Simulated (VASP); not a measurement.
Set up this calculation in VASP 6.6.1, as the native input.

```
Task                   : relaxation of cell and atoms
Functional             : r2SCAN
Potentials or basis    : VASP PAW PBE potentials, release 64 (Li_sv)
Cutoff                 : 600 eV
k mesh                 : 22 × 22 × 22
Occupations            : fermi-dirac, width 0.08 eV
Spin                   : no spin polarisation
Target pressure        : 2 GPa
Dipole correction      : no
Further INCAR settings : ALGO = Normal; EDIFF = 1e-07; IBRION = 2; EDIFFG = -0.002; NSW = 100; ISIF = 3
```

Crystal: Li.

```
CELL_PARAMETERS angstrom
0.00000 2.18902 2.18902
2.18902 0.00000 2.18902
2.18902 2.18902 0.00000
ATOMIC_POSITIONS crystal
Li 0.00000 0.00000 0.00000
```

This isn't the form of Li at room conditions, which is bcc.

These files were run (other wordings do the same):

POSCAR

```
Li
1.0
    0.0000000000      2.1890237976      2.1890237976
    2.1890237976      0.0000000000      2.1890237976
    2.1890237976      2.1890237976      0.0000000000
Li
1
Direct
    0.0000000000      0.0000000000      0.0000000000
```

INCAR.step1

```
PREC = Accurate
ENCUT = 600
ISMEAR = -1
SIGMA = 0.08
LREAL = F
LASPH = T
NELM = 60
GGA = PE
ALGO = Normal
EDIFF = 1E-4
LWAVE = T
LCHARG = F
```

INCAR.step2

```
PREC = Accurate
ENCUT = 600
EDIFF = 1E-7
ISMEAR = -1
SIGMA = 0.08
LREAL = F
LASPH = T
NELM = 60
ALGO = Normal
ISIF = 3
LWAVE = F
LCHARG = F
METAGGA = R2SCAN
LMIXTAU = T
IBRION = 2
NSW = 100
EDIFFG = -0.002
PSTRESS = 20.0
ISTART = 1
```

KPOINTS

```
regular mesh
0
Gamma
  22 22 22
```

Potentials or basis: VASP PAW PBE potentials, release 64 (Li_sv).

The run is started by

```sh
$ cat potpaw_PBE.64/Li_sv/POTCAR > POTCAR
$ cp INCAR.step1 INCAR
$ mpirun -np 1 vasp_std > vasp.out
$ cp INCAR.step2 INCAR
$ mpirun -np 1 vasp_std > vasp.out
```

It gave:

| Quantity | Value |
| --- | --- |
| Relaxed volume | 18.03 Å³/atom |
| Relaxed cell | a = 2.943 Å, b = 2.943 Å, c = 2.943 Å, α = 60.00°, β = 60.00°, γ = 60.00° |
| Space group after relaxing (to 0.1 Å) | Fm-3m (No. 225) |
| Energy change on relaxing (the run minimises the enthalpy) | +16.6 meV/atom |
| Ionic steps | 4 |
| Pressure after relaxing | 2.0 GPa |
| Band gap on the k mesh | zero (an odd number of electrons rules out a gap without spin polarisation) |

Caveat: the cutoff is under 1.25 times the usual one of these potentials, so pressure, stress and relaxed cells hold a basis-set (Pulay) error; the cell is relaxed towards a set pressure, so the run minimises the enthalpy, not the energy; the PAW data sets were made with another functional, which shifts forces and pressure a little.

Run time: 23 min on 1 thread of Oxide Virtual Turin-like Processor, with other jobs on the host, peak memory 0.15 GiB.
